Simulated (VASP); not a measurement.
GaP2:

```
Ga P
1.0
     0.00000    3.27593    3.27593
     3.27593    0.00000    3.27593
     3.27593    3.27593    0.00000
Ga P
1 2
Direct
  0.50000 0.50000 0.50000
  0.25000 0.25000 0.25000
  0.00000 0.00000 0.00000
```

| Quantity | Value |
| --- | --- |
| Program | VASP 6.6.1 |
| Task | relaxation of cell and atoms |
| Functional | PBE |
| Potentials or basis | VASP PAW PBE potentials, release 64 (Ga_d, P) |
| Cutoff | 600 eV |
| k mesh | 4 × 4 × 4 |
| Occupations | gaussian, width 0.1 eV |
| Spin | no spin polarisation |

At the start: pressure -8.0 GPa; volume 23.44 Å³/atom.

Where does the relaxation end?

Over 3 steps the energy falls by 127.0 meV/atom and the volume is 19.17 Å³/atom (-18.2 %); space group F-43m (No. 216, to 0.05 Å).

Step by step:
| step | energy change (eV) | largest force (eV/Å) | pressure (GPa) | volume (Å³) |
| --- | --- | --- | --- | --- |
| 1 | 0.0000 | 0.0000 | -7.98 | 70.31 |
| 2 | -0.3730 | 0.0000 | -1.64 | 59.09 |
| 3 | -0.3809 | 0.0000 | 0.06 | 57.50 |

Final structure:
```cif
data_structure
_symmetry_space_group_name_H-M 'P 1'
_symmetry_Int_Tables_number 1
_cell_length_a 4.3323
_cell_length_b 4.3323
_cell_length_c 4.3323
_cell_angle_alpha 60.000
_cell_angle_beta 60.000
_cell_angle_gamma 60.000
_cell_volume 57.50
loop_
_atom_site_label
_atom_site_type_symbol
_atom_site_fract_x
_atom_site_fract_y
_atom_site_fract_z
_atom_site_occupancy
Ga1 Ga 0.50000 0.50000 0.50000 1
P1 P 0.25000 0.25000 0.25000 1
P2 P 0.00000 0.00000 0.00000 1
```

Caveat: the k points lie up to 0.44 Å⁻¹ apart in the final cell; the volume moved by over 15 % at a fixed basis, so the end points are rough.
